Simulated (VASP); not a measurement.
A run of VASP 6.6.1 is set up as follows.

POSCAR

```
BeTe
1.0
    0.0000000000      2.8839138600      2.8839138600
    2.8839138600      0.0000000000      2.8839138600
    2.8839138600      2.8839138600      0.0000000000
Be Te
1 1
Direct
    0.0000000000      0.0000000000      0.0000000000
    0.2500000000      0.2500000000      0.2500000000
```

Contents of INCAR.step1:

```
SYSTEM = BeTe
ALGO     = Normal         ! electronic algorithm
EDIFF    = 1E-4           ! SCF threshold, eV
ENCUT    = 520            ! plane-wave cutoff, eV
GGA      = PE             ! functional
ISMEAR   = -1             ! smearing method
LASPH    = .TRUE.         ! aspherical terms in the spheres
LCHARG   = .FALSE.        ! write CHGCAR
LREAL    = .FALSE.        ! projectors in reciprocal space
LWAVE    = .TRUE.         ! write WAVECAR
NBANDS   = 11             ! bands
NELM     = 100            ! most SCF steps
PREC     = Accurate       ! precision mode
SIGMA    = 0.02           ! smearing width, eV
```

File INCAR.step2:

```
SYSTEM = BeTe
ALGO     = Normal         ! electronic algorithm
EDIFF    = 1E-7           ! SCF threshold, eV
ENCUT    = 520            ! plane-wave cutoff, eV
ISIF     = 2              ! what is computed and relaxed
ISMEAR   = -1             ! smearing method
ISTART   = 1            
LASPH    = .TRUE.         ! aspherical terms in the spheres
LCHARG   = .FALSE.        ! write CHGCAR
LMIXTAU  = .TRUE.       
LREAL    = .FALSE.        ! projectors in reciprocal space
LWAVE    = .FALSE.        ! write WAVECAR
METAGGA  = R2SCAN         ! meta-GGA
NBANDS   = 11             ! bands
NELM     = 100            ! most SCF steps
PREC     = Accurate       ! precision mode
SIGMA    = 0.02           ! smearing width, eV
```

Contents of KPOINTS:

```
k-points
0
G
  8 8 8
  0 0 0
```

Potentials or basis: VASP PAW PBE potentials, release 64 (Be, Te).

Run with:

```console
$ cat potpaw_PBE.64/Be/POTCAR potpaw_PBE.64/Te/POTCAR > POTCAR
$ cp INCAR.step1 INCAR
$ mpirun -np 1 vasp_std > vasp.out
$ cp INCAR.step2 INCAR
$ mpirun -np 1 vasp_std > vasp.out
```

Task: Predict the band gap on the k mesh.

Result: 2.50 eV, indirect (least direct gap 3.96 eV).

Task: What does it give for the pressure?

Result: -3.0 GPa.

Caveat: the PAW data sets were made with another functional, which shifts forces and pressure a little; spin-orbit coupling is left out, which moves the levels of the heavy elements. r2SCAN opens gaps a little over a GGA but as a rule still falls short of measured ones.
